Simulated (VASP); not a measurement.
# NaF (Pm-3m) in VASP: a series of runs

Aim: see how the results for NaF move with the level of theory and the settings. Levels: LDA, r2SCAN, PBEsol. Tasks: single point, relaxation of cell and atoms.

Program: VASP 6.6.1. These are calculated values, not measurements. Logs are shortened: lines on timing, memory, paths and dates and some standing lists are left out, and cuts for length are marked.

## Step 1: The cell of the first run

Symmetry: Pm-3m, No. 221, cubic system. The conventional cell has a = 2.793 Å, b = 2.793 Å, c = 2.793 Å, α = 90.00°, β = 90.00°, γ = 90.00°. Na (site symmetry m-3m) has 8 F at 2.42 Å and 6 Na at 2.79 Å within 3.2 Å. Within 3.2 Å of F (site symmetry m-3m) lie 8 Na at 2.42 Å and 6 F at 2.79 Å.

## Step 2: Single point, LDA

INCAR reads:

```
SYSTEM = NaF
ALGO = Normal ; EDIFF = 1E-7
ENCUT = 520 ; ISIF = 2
ISMEAR = 0 ; LASPH = .True.
LCHARG = .False. ; LREAL = .False.
LWAVE = .False. ; NBANDS = 14
NELM = 100 ; PREC = Accurate
SIGMA = 0.01
```

KPOINTS reads:

```
k-points
0
Gamma
  10 10 10
  0 0 0
```

POSCAR reads:

```
NaF
1.0
    2.7934851918      0.0000000000      0.0000000000
    0.0000000000      2.7934851918      0.0000000000
    0.0000000000      0.0000000000      2.7934851918
Na F
1 1
Direct
    0.0000000000      0.0000000000      0.0000000000
    0.5000000000      0.5000000000      0.5000000000
```

Potentials or basis: VASP PAW LDA potentials, release 64 (Na_pv, F).

Launch:

```sh
$ cat potpaw_LDA.64/Na_pv/POTCAR potpaw_LDA.64/F/POTCAR > POTCAR
$ mpirun -np 1 vasp_std > vasp.out
```

OUTCAR:

```text
SYSTEM = NaF
   EDIFF = 1E-7
   ENCUT = 520
   ISIF = 2
   ISMEAR = 0
   LASPH = .True.
   LREAL = .False.
   NELM = 100
   PREC = Accurate

 ion  position               nearest neighbor table
   1  0.000  0.000  0.000-
   2  0.500  0.500  0.500-

  LATTYP: Found a simple cubic cell.
 ALAT       =     2.7934851918

  Lattice vectors:

 A1 = (   2.7934851918,   0.0000000000,   0.0000000000)
 A2 = (   0.0000000000,   2.7934851918,   0.0000000000)
 A3 = (   0.0000000000,   0.0000000000,   2.7934851918)

Analysis of symmetry for initial positions (statically):
=====================================================================
 Subroutine PRICEL returns:
 Original cell was already a primitive cell.

 Routine SETGRP: Setting up the symmetry group for a
 simple cubic supercell.

 Subroutine GETGRP returns: Found 48 space group operations
 (whereof 48 operations were pure point group operations)
 out of a pool of 48 trial point group operations.

The static configuration has the point symmetry O_h .

Analysis of symmetry for dynamics (positions and initial velocities):
=====================================================================
 Subroutine PRICEL returns:
 Original cell was already a primitive cell.

 Routine SETGRP: Setting up the symmetry group for a
 simple cubic supercell.

 Subroutine GETGRP returns: Found 48 space group operations
 (whereof 48 operations were pure point group operations)
 out of a pool of 48 trial point group operations.

The dynamic configuration has the point symmetry O_h .

 Subroutine INISYM returns: Found 48 space group operations
 (whereof 48 operations are pure point group operations),
 and found     1 'primitive' translations

----------------------------------------------------------------------------------------

                                     Primitive cell

  volume of cell :      21.7991

  direct lattice vectors                    reciprocal lattice vectors
     2.793485192  0.000000000  0.000000000     0.357975766  0.000000000  0.000000000
     0.000000000  2.793485192  0.000000000     0.000000000  0.357975766  0.000000000
     0.000000000  0.000000000  2.793485192     0.000000000  0.000000000  0.357975766

  length of vectors
     2.793485192  2.793485192  2.793485192     0.357975766  0.357975766  0.357975766

  position of ions in fractional coordinates (direct lattice)
     0.000000000  0.000000000  0.000000000
     0.500000000  0.500000000  0.500000000

  ion indices of the primitive-cell ions
   primitive index   ion index
                 1           1
                 2           2

----------------------------------------------------------------------------------------

 KPOINTS: k-points

Automatic generation of k-mesh.
 Grid dimensions read from file:
 generate k-points for:   10   10   10

 Generating k-lattice:

  Cartesian coordinates                     Fractional coordinates (reciprocal lattice)
     0.035797577  0.000000000  0.000000000     0.100000000  0.000000000  0.000000000
     0.000000000  0.035797577  0.000000000     0.000000000  0.100000000  0.000000000
     0.000000000  0.000000000  0.035797577     0.000000000  0.000000000  0.100000000

  Length of vectors
     0.035797577  0.035797577  0.035797577

  Shift w.r.t. Gamma in fractional coordinates (k-lattice)
     0.000000000  0.000000000  0.000000000

 Subroutine IBZKPT returns following result:
 ===========================================

 Found     56 irreducible k-points:

 Following reciprocal coordinates:
            Coordinates               Weight
  0.000000  0.000000  0.000000      1.000000
  0.100000  0.000000  0.000000      6.000000
  0.200000  0.000000  0.000000      6.000000
  0.300000  0.000000  0.000000      6.000000
  0.400000  0.000000  0.000000      6.000000
  0.500000  0.000000  0.000000      3.000000
[... 16 lines left out ...]
  0.200000  0.100000  0.100000     24.000000
  0.300000  0.100000  0.100000     24.000000
 [... further k-points ...]
   k-points           NKPTS =     56   k-points in BZ     NKDIM =     56   number of bands    NBANDS=     14
   number of dos      NEDOS =    301   number of ions     NIONS =      2
   total plane-waves  NPLWV =  13824
   dimension x,y,z NGX =    24 NGY =   24 NGZ =   24
   dimension x,y,z NGXF=    48 NGYF=   48 NGZF=   48
   ions per type =               1   1
   NGX,Y,Z   is equivalent  to a cutoff of  14.28, 14.28, 14.28 a.u.
   NGXF,Y,Z  is equivalent  to a cutoff of  28.57, 28.57, 28.57 a.u.
 SYSTEM =  NaF
   PREC   = accura    normal or accurate (medium, high low for compatibility)
   ISTART =      0    job   : 0-new  1-cont  2-samecut
   ICHARG =      2    charge: 1-file 2-atom 10-const
   ISPIN  =      1    spin polarized calculation?
   LNONCOLLINEAR =      F non collinear calculations
   LSORBIT =      F    spin-orbit coupling
   LASPH  =      T    aspherical Exc in radial PAW
   ENCUT  =  520.0 eV  38.22 Ry    6.18 a.u.   5.19  5.19  5.19*2*pi/ulx,y,z
   NELM   =    100;   NELMIN=  2; NELMDL= -5     # of ELM steps
   EDIFF  = 0.1E-06   stopping-criterion for ELM
   LREAL  =      F    real-space projection
   EDIFFG = 0.1E-05   stopping-criterion for IOM
   NSW    =      0    number of steps for IOM
   IBRION =     -1    ionic relax: 0-MD 1-quasi-New 2-CG
   NFREE  =      0    steps in history (QN), initial steepest desc. (CG)
   ISIF   =      2    stress and relaxation
   ISYM   =      2    0-nonsym 1-usesym 2-fastsym
   POTIM  = 0.5000    time-step for ionic-motion
   TEBEG  =    0.0;   TEEND  =   0.0 temperature during run
   PSTRESS=    0.0 pullay stress
   NELECT =      14.0000    total number of electrons
   NUPDOWN=      -1.0000    fix difference up-down
   EMIN   =  10.00;   EMAX   =-10.00  energy-range for DOS
   EFERMI =   0.00;   METHOD = LEGACY
   ISMEAR =     0;   SIGMA  =   0.01  broadening in eV -4-tet -1-fermi 0-gaus
   EFERMI_NEDOS =   21; number of points for ismear=-14 and -15
   IALGO  =     38    algorithm
   IMIX   =      4    mixing-type and parameters
     AMIX     =   0.40;   BMIX     =  1.00
     AMIX_MAG =   1.60;   BMIX_MAG =  1.00
  volume/ion in A,a.u.               =      10.90        73.55
  Fermi-wavevector in a.u.,A,eV,Ry     =   1.412444  2.669132 27.143584  1.994997
  Thomas-Fermi vector in A             =   2.534192
   LORBIT       =      0    0 simple, 1 ext, 2 COOP (PROOUT), +10 PAW based schemes
   GGA     = CA    functional components
   LHFCALC =     F    Hartree Fock is set to
   AEXX    =    0.0000 exact exchange contribution
   IVDW    =     0    specifies the selected vdW correction
   LEPSILON=     F    determine dielectric tensor
   LRPA    =     F    only Hartree local field effects (RPA)
 non-spin polarized calculation
 Gauss-broadening in eV      SIGMA  =   0.01
  energy-cutoff  :      520.00
  volume of cell :       21.80
 maximum number of plane-waves:       624
 NGX is ok and might be reduce to    24
   NGX = 11   NGY = 11   NGZ = 11

 number of electron      14.0000010 magnetization

 Free energy of the ion-electron system (eV)
  ---------------------------------------------------
  ext. energy  EPLUGINS =         0.00000000
  ---------------------------------------------------
  free energy    TOTEN  =        -9.05511481 eV

  energy without entropy =       -9.05511481  energy(sigma->0) =       -9.05511481

 E-fermi :  -0.9188     XC(G=0): -10.7225

 val. band max:       -1.0397105938   @ k =   0.5000   0.5000   0.0000
 cond. band min:       4.7368727571   @ k =   0.0000   0.0000   0.0000
 fundamental gap:      5.7765833510
 Fermi energy:        -0.9188069030

 k-point     1 :       0.0000    0.0000    0.0000
  band No.  band energies     occupation
      1     -20.8654      2.00000
      2     -20.8654      2.00000
      3     -20.8654      2.00000
      4     -20.5415      2.00000
      5      -1.3888      2.00000
      6      -1.3888      2.00000
      7      -1.3888      2.00000
      8       4.7369      0.00000
      9      14.2492      0.00000
     10      14.2492      0.00000
     11      22.5157      0.00000
     12      22.5157      0.00000
     13      22.5157      0.00000
     14      29.8776      0.00000

 k-point     2 :       0.1000    0.0000    0.0000
  band No.  band energies     occupation
      1     -21.0214      2.00000
      2     -20.8623      2.00000
      3     -20.8623      2.00000
      4     -20.3776      2.00000
      5      -1.6864      2.00000
      6      -1.3766      2.00000
      7      -1.3766      2.00000
      8       5.0876      0.00000
      9      14.1099      0.00000
     10      14.4390      0.00000
     11      22.4818      0.00000
     12      22.4818      0.00000
     13      22.8093      0.00000
     14      28.7926      0.00000

 k-point     3 :       0.2000    0.0000    0.0000
  band No.  band energies     occupation
      1     -21.2487      2.00000
      2     -20.8541      2.00000
      3     -20.8541      2.00000
      4     -20.1265      2.00000
      5      -2.3702      2.00000
      6      -1.3446      2.00000
      7      -1.3446      2.00000
      8       5.9743      0.00000
      9      13.6064      0.00000
     10      15.0073      0.00000
     11      22.3925      0.00000
     12      22.3925      0.00000
     13      23.8101      0.00000
     14      26.5758      0.00000
[... 324 lines left out ...]
 k-point    23 :       0.2000    0.1000    0.1000
  band No.  band energies     occupation
      1     -21.2489      2.00000
      2     -20.8999      2.00000
      3     -20.8777      2.00000
      4     -20.0418      2.00000
      5      -2.3276      2.00000
      6      -1.5969      2.00000
      7      -1.5155      2.00000
      8       6.5286      0.00000
      9      13.8605      0.00000
     10      14.7674      0.00000
     11      20.9230      0.00000
     12      23.1979      0.00000
     13      24.4575      0.00000
     14      24.8763      0.00000

 k-point    24 :       0.3000    0.1000    0.1000
  band No.  band energies     occupation
      1     -21.3930      2.00000
      2     -20.8857      2.00000
      3     -20.8669      2.00000
      4     -19.8817      2.00000
      5      -2.9929      2.00000
      6      -1.5288      2.00000
      7      -1.4682      2.00000
      8       7.6200      0.00000
      9      12.9297      0.00000
     10      15.4886      0.00000
     11      20.9844      0.00000
     12      21.7115      0.00000
     13      23.9736      0.00000
     14      24.2493      0.00000

 [... further k-points ...]
[... 5 lines left out ...]
  --------------------------------------------------------------------------------------
  -------------------------------------------------------------------------------------
  Total       -0.4933737     -0.4933737     -0.4933737     -0.0000000      0.0000000      0.0000000
  in kB      -36.2616387    -36.2616387    -36.2616387     -0.0000000      0.0000000      0.0000000
  external PRESSURE =     -36.2616387 kB  Pullay stress =       0.0000000 kB

 VOLUME and BASIS-vectors are now :
 -----------------------------------------------------------------------------
  energy-cutoff  :      520.00
  volume of cell :       21.80
      direct lattice vectors                 reciprocal lattice vectors
     2.793485192  0.000000000  0.000000000     0.357975766  0.000000000  0.000000000
     0.000000000  2.793485192  0.000000000     0.000000000  0.357975766  0.000000000
     0.000000000  0.000000000  2.793485192     0.000000000  0.000000000  0.357975766

 POSITION                                       TOTAL-FORCE (eV/Angst)
 -----------------------------------------------------------------------------------
      0.00000      0.00000      0.00000         0.000000      0.000000      0.000000
      1.39674      1.39674      1.39674         0.000000      0.000000      0.000000
 -----------------------------------------------------------------------------------
    total drift:                                0.000000      0.000000     -0.000000

  FREE ENERGIE OF THE ION-ELECTRON SYSTEM (eV)
  ---------------------------------------------------
  free  energy   TOTEN  =        -9.0551148083 eV

  energy  without entropy=       -9.0551148083  energy(sigma->0) =       -9.05511481
```

Wall time 14 s (1 thread of Intel Xeon 8259CL, shared host); peak memory 0.13 GiB.

Results:

* Free energy: -9.0551 eV
* Pressure: -3.6 GPa
* Band gap on the k mesh: 5.78 eV, indirect (least direct gap 6.13 eV)

Levels at points of the mesh, in eV from the valence-band top:
| k point | band 5 | band 6 | band 7 | band 8 | band 9 | band 10 |
| --- | --- | --- | --- | --- | --- | --- |
| (0.00, 0.00, 0.00) | -0.35 | -0.35 | -0.35 | 5.78 | 15.29 | 15.29 |
| (0.50, 0.00, 0.00) | -2.77 | -0.22 | -0.22 | 10.49 | 11.53 | 19.44 |
| (0.50, 0.50, 0.00) | -1.95 | -1.95 | 0.00 | 11.55 | 14.86 | 14.86 |
| (0.50, 0.50, 0.50) | -1.71 | -1.71 | -1.71 | 13.95 | 13.95 | 13.95 |

A k mesh can miss the band edges. As with any semilocal functional, this LDA gap is likely too small.

(Continued in part 2 of 3.)
